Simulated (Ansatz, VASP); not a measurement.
## Two plane-wave programs on Al

```
Al
1.0
     2.82708    0.00000    0.00000
    -1.41354    2.44832    0.00000
     0.00000    0.00000    9.18599
Al
4
Direct
  0.00000 0.00000 0.00000
  0.33333 0.66667 0.25000
  0.00000 0.00000 0.50000
  0.66667 0.33333 0.75000
```

Alike in both runs: task single point; functional LDA; k mesh 9 × 9 × 2; occupations fermi-dirac, width 0.15 eV; no spin polarisation.

```csv
,VASP,Ansatz
version,VASP 6.6.1,Ansatz 0.2.0
potentials or method,"VASP PAW LDA potentials, release 64 (Al), cutoff 500 eV","plane waves, PAW"
valence electrons in the cell,12,12
```

```tsv
	VASP	Ansatz	Ansatz less VASP
pressure (GPa)	0.1	0.0	-0.08
traceless stress, the component that is largest in VASP (GPa)	0.28	0.29	+0.005
```

LDA's correlation is that of Perdew and Zunger in VASP and of Perdew and Wang (1992) in Ansatz.
